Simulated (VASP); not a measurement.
# Ba2RuWO6 (Fm-3m) in VASP: single point with PBE

Aim: the single point of Ba2RuWO6 with PBE.

Everything below comes from runs of VASP 6.6.1. Logs are shortened: lines on timing, memory, paths and dates and some standing lists are left out, and cuts for length are marked.

## 1. The cell of the first run

Symmetry: Fm-3m, No. 225, cubic system. The conventional cell has a = 8.305 Å, b = 8.305 Å, c = 8.305 Å, α = 90.00°, β = 90.00°, γ = 90.00°. Ba (site symmetry -43m) has 12 O at 2.94 Å and 4 W at 3.60 Å and 4 Ru at 3.60 Å within 3.9 Å. W (site symmetry m-3m) has 6 O at 1.93 Å within 2.6 Å. Within 2.6 Å of O (site symmetry 4mm) lie 1 W at 1.93 Å and 1 Ru at 2.23 Å. Within 2.9 Å of Ru (site symmetry m-3m) lie 6 O at 2.23 Å.

## 2. Single point, PBE

INCAR reads:

```
SYSTEM = Ba2RuWO6
ALGO = Normal
EDIFF = 1E-6
ENCUT = 520
GGA = PE
ISIF = 2
ISMEAR = -1
LASPH = .TRUE.
LCHARG = .FALSE.
LREAL = .FALSE.
LWAVE = .FALSE.
NBANDS = 53
NELM = 80
PREC = Accurate
SIGMA = 0.1
```

KPOINTS reads:

```
k-points
0
G
  7 7 7
  0 0 0
```

POSCAR reads:

```
Ba2RuWO6
1.0
    0.0000000000      4.1523170000      4.1523170000
    4.1523170000      0.0000000000      4.1523170000
    4.1523170000      4.1523170000      0.0000000000
Ba W O Ru
2 1 6 1
Direct
    0.2500000000      0.2500000000      0.2500000000
    0.7500000000      0.7500000000      0.7500000000
    0.0000000000      0.0000000000      0.0000000000
    0.7682000000      0.2318000000      0.2318000000
    0.2318000000      0.7682000000      0.2318000000
    0.2318000000      0.7682000000      0.7682000000
    0.7682000000      0.2318000000      0.7682000000
    0.2318000000      0.2318000000      0.7682000000
    0.7682000000      0.7682000000      0.2318000000
    0.5000000000      0.5000000000      0.5000000000
```

Potentials or basis: VASP PAW PBE potentials, release 64 (Ba_sv, W_sv, O, Ru_pv).

On the command line:

```console
> cat potpaw_PBE.64/Ba_sv/POTCAR potpaw_PBE.64/W_sv/POTCAR potpaw_PBE.64/O/POTCAR potpaw_PBE.64/Ru_pv/POTCAR > POTCAR
> mpirun -np 1 vasp_std > vasp.out
```

OUTCAR:

```text
SYSTEM = Ba2RuWO6
   EDIFF = 1E-6
   ENCUT = 520
   GGA = PE
   ISIF = 2
   ISMEAR = -1
   LASPH = .TRUE.
   LREAL = .FALSE.
   NELM = 80
   PREC = Accurate

 ion  position               nearest neighbor table
   1  0.250  0.250  0.250-   4 2.94   7 2.94   9 2.94   5 2.94   6 2.94   9 2.94   6 2.94   7 2.94
                             8 2.94   4 2.94   5 2.94   8 2.94   3 3.60   3 3.60   3 3.60   3 3.60
   2  0.750  0.750  0.750-   6 2.94   7 2.94   9 2.94   4 2.94   5 2.94   9 2.94   4 2.94   7 2.94
                             8 2.94   5 2.94   6 2.94   8 2.94   3 3.60  10 3.60  10 3.60   3 3.60
   3  0.000  0.000  0.000-   4 1.93   5 1.93   6 1.93   7 1.93   8 1.93   9 1.93   2 3.60   2 3.60
                             1 3.60   2 3.60   2 3.60   1 3.60   1 3.60   1 3.60
   4  0.768  0.232  0.232-   3 1.93  10 2.23   1 2.94   2 2.94   2 2.94   1 2.94
   5  0.232  0.768  0.232-   3 1.93  10 2.23   1 2.94   2 2.94   2 2.94   1 2.94
   6  0.232  0.768  0.768-   3 1.93  10 2.23   2 2.94   2 2.94   1 2.94   1 2.94
   7  0.768  0.232  0.768-   3 1.93  10 2.23   2 2.94   2 2.94   1 2.94   1 2.94
   8  0.232  0.232  0.768-   3 1.93  10 2.23   1 2.94   2 2.94   2 2.94   1 2.94
   9  0.768  0.768  0.232-   3 1.93  10 2.23   2 2.94   2 2.94   1 2.94   1 2.94
  10  0.500  0.500  0.500-   4 2.23   5 2.23   6 2.23   7 2.23   8 2.23   9 2.23   1 3.60   1 3.60
                             1 3.60   2 3.60   1 3.60   2 3.60   2 3.60   2 3.60

  LATTYP: Found a face centered cubic cell.
 ALAT       =     8.3046340000

  Lattice vectors:

 A1 = (   0.0000000000,   4.1523170000,   4.1523170000)
 A2 = (   4.1523170000,   0.0000000000,   4.1523170000)
 A3 = (   4.1523170000,   4.1523170000,   0.0000000000)

Analysis of symmetry for initial positions (statically):
=====================================================================
 Subroutine PRICEL returns:
 Original cell was already a primitive cell.

 Routine SETGRP: Setting up the symmetry group for a
 face centered cubic supercell.

 Subroutine GETGRP returns: Found 48 space group operations
 (whereof 48 operations were pure point group operations)
 out of a pool of 48 trial point group operations.

The static configuration has the point symmetry O_h .

Analysis of symmetry for dynamics (positions and initial velocities):
=====================================================================
 Subroutine PRICEL returns:
 Original cell was already a primitive cell.

 Routine SETGRP: Setting up the symmetry group for a
 face centered cubic supercell.

 Subroutine GETGRP returns: Found 48 space group operations
 (whereof 48 operations were pure point group operations)
 out of a pool of 48 trial point group operations.

[... 123 lines left out ...]
   NUPDOWN=      -1.0000    fix difference up-down
   EMIN   =  10.00;   EMAX   =-10.00  energy-range for DOS
   EFERMI =   0.00;   METHOD = LEGACY
   ISMEAR =    -1;   SIGMA  =   0.10  broadening in eV -4-tet -1-fermi 0-gaus
   EFERMI_NEDOS =   21; number of points for ismear=-14 and -15
   IALGO  =     38    algorithm
   IMIX   =      4    mixing-type and parameters
     AMIX     =   0.40;   BMIX     =  1.00
     AMIX_MAG =   1.60;   BMIX_MAG =  1.00
  volume/ion in A,a.u.               =      14.32        96.63
  Fermi-wavevector in a.u.,A,eV,Ry     =   1.370463  2.589800 25.554051  1.878170
  Thomas-Fermi vector in A             =   2.496247
   LORBIT       =      0    0 simple, 1 ext, 2 COOP (PROOUT), +10 PAW based schemes
   GGA     = PE    functional components
   LHFCALC =     F    Hartree Fock is set to
   AEXX    =    0.0000 exact exchange contribution
   IVDW    =     0    specifies the selected vdW correction
   LEPSILON=     F    determine dielectric tensor
   LRPA    =     F    only Hartree local field effects (RPA)
 non-spin polarized calculation
  energy-cutoff  :      520.00
  volume of cell :      143.19
 maximum number of plane-waves:      3874
 NGX is ok and might be reduce to    48
   NGX = 21   NGY = 21   NGZ = 21

 number of electron      83.9999999 magnetization

 Free energy of the ion-electron system (eV)
  ---------------------------------------------------
  ext. energy  EPLUGINS =         0.00000000
  ---------------------------------------------------
  free energy    TOTEN  =       -77.35944828 eV

  energy without entropy =      -77.34510891  energy(sigma->0) =      -77.35227860

 E-fermi :   5.7322     XC(G=0): -10.9878

 val. band max:        5.3193719319   @ k =  -0.4286   0.4286   0.0000
 cond. band min:       5.9866502521   @ k =   0.0000   0.0000   0.0000
 fundamental gap:      0.6672783202
 Fermi energy:         5.7322341366

 k-point     1 :       0.0000    0.0000    0.0000
  band No.  band energies     occupation
      1     -70.8006      2.00000
      2     -37.2366      2.00000
      3     -37.2366      2.00000
      4     -37.2365      2.00000
      5     -35.0435      2.00000
      6     -35.0435      2.00000
[... 1109 lines left out ...]
     52      10.9387      0.00000
     53      11.5130      0.00000

------------------------ aborting loop because EDIFF is reached ----------------------------------------

  FORCE on cell =-STRESS in cart. coord.  units (eV):
  Direction    XX          YY          ZZ          XY          YZ          ZX
  --------------------------------------------------------------------------------------
  -------------------------------------------------------------------------------------
  Total       -2.5656474     -2.5656474     -2.5656474      0.0000000     -0.0000000     -0.0000000
  in kB      -28.7082058    -28.7082058    -28.7082058      0.0000000     -0.0000000     -0.0000000
  external PRESSURE =     -28.7082058 kB  Pullay stress =       0.0000000 kB

 VOLUME and BASIS-vectors are now :
 -----------------------------------------------------------------------------
  energy-cutoff  :      520.00
  volume of cell :      143.19
      direct lattice vectors                 reciprocal lattice vectors
     0.000000000  4.152317000  4.152317000    -0.120414699  0.120414699  0.120414699
     4.152317000  0.000000000  4.152317000     0.120414699 -0.120414699  0.120414699
     4.152317000  4.152317000  0.000000000     0.120414699  0.120414699 -0.120414699

 POSITION                                       TOTAL-FORCE (eV/Angst)
 -----------------------------------------------------------------------------------
      2.07616      2.07616      2.07616         0.000000     -0.000000     -0.000000
      6.22848      6.22848      6.22848        -0.000000     -0.000000      0.000000
      0.00000      0.00000      0.00000        -0.000000      0.000000      0.000000
      1.92501      4.15232      4.15232         1.599914      0.000000      0.000000
      4.15232      1.92501      4.15232        -0.000000      1.599914      0.000000
      6.37962      4.15232      4.15232        -1.599914      0.000000      0.000000
      4.15232      6.37962      4.15232        -0.000000     -1.599914      0.000000
      4.15232      4.15232      1.92501        -0.000000      0.000000      1.599914
      4.15232      4.15232      6.37962        -0.000000      0.000000     -1.599914
      4.15232      4.15232      4.15232        -0.000000      0.000000      0.000000
 -----------------------------------------------------------------------------------
    total drift:                                0.000000      0.000000     -0.000000

  FREE ENERGIE OF THE ION-ELECTRON SYSTEM (eV)
  ---------------------------------------------------
  free  energy   TOTEN  =       -77.3594482827 eV

  energy  without entropy=      -77.3451089114  energy(sigma->0) =      -77.35227860
```

stdout:

```text
POSCAR found type information on POSCAR BaW O Ru
 POSCAR found :  4 types and      10 ions
 scaLAPACK will be used
 LDA part: xc-table for (Slater+PW92), standard interpolation
 POSCAR, INCAR and KPOINTS ok, starting setup
 FFT: planning ... GRIDC
 FFT: planning ... GRID_SOFT
 FFT: planning ... GRID
 WAVECAR not read
 entering main loop
```

Wall time 3.8 min (1 thread of AMD EPYC 7R43 (Zen 3), shared host); peak memory 0.37 GiB.

What came out:

```yaml
Free_energy: -77.3594 eV
Pressure: -2.9 GPa
Largest_force: 1.600 eV/Å
Band_gap_on_the_k_mesh: 0.67 eV (least direct gap 0.68 eV)
```

Forces on the atoms (eV/Å):
```
Ba   0.000  0.000  0.000
Ba   0.000  0.000  0.000
W    0.000  0.000  0.000
O    1.600  0.000  0.000
O    0.000  1.600  0.000
O   -1.600  0.000  0.000
O    0.000 -1.600  0.000
O    0.000  0.000  1.600
O    0.000  0.000 -1.600
Ru   0.000  0.000  0.000
```

Levels at points of the mesh, in eV from the valence-band top:
```
           k point  band 40  band 41  band 42  band 43  band 44  band 45
(0.00, 0.00, 0.00)    -1.33    -1.33    -1.33     0.67     0.67     2.26
```

Caveat: spin-orbit coupling is left out, which moves the levels of the heavy elements; an odd mesh through Γ misses points on the zone boundary, where band edges can lie; forces of over 1 eV/Å act on the atoms, so gaps and moduli don't describe the material at rest.
